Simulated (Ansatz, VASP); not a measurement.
**One calculation of AlH6, two programs**

```xyz
7
Lattice="3.5799 0.0000 0.0000 -1.7899 3.1003 0.0000 0.0000 0.0000 3.7268" Properties=species:S:1:pos:R:3 pbc="T T T"
Al    0.0000    0.0000    0.0000
H     0.0000    2.0668    1.8634
H     1.7899    1.0334    1.8634
H     1.7899    0.0000    0.0000
H    -0.8950    1.5501    0.0000
H     0.8950    1.5501    0.0000
H     0.0000    0.0000    1.8634
```

Alike in both runs: functional PBE; k mesh 6 × 6 × 4; occupations gaussian, width 0.1 eV; no spin polarisation.

Ansatz relaxed the structure, and its values are those at the end. VASP's run is a single point on that final structure, the one shown.

|  | VASP | Ansatz |
| --- | --- | --- |
| version | VASP 6.6.1 | Ansatz 0.2.0 |
| potentials or method | VASP PAW PBE potentials, release 64 (Al, H), cutoff 520 eV | scalar-relativistic, plane waves, PAW |
| valence electrons in the cell | 9 | 9 |

```csv
,VASP,Ansatz,Ansatz less VASP
gap on the k mesh at the Fermi level (eV),none,none,-
pressure (GPa),-0.6,-0.3,+0.25
```

A gap of «none» marks a metal or a gap that the smearing closes.

The k mesh is coarse, so the values compare programs but aren't converged.
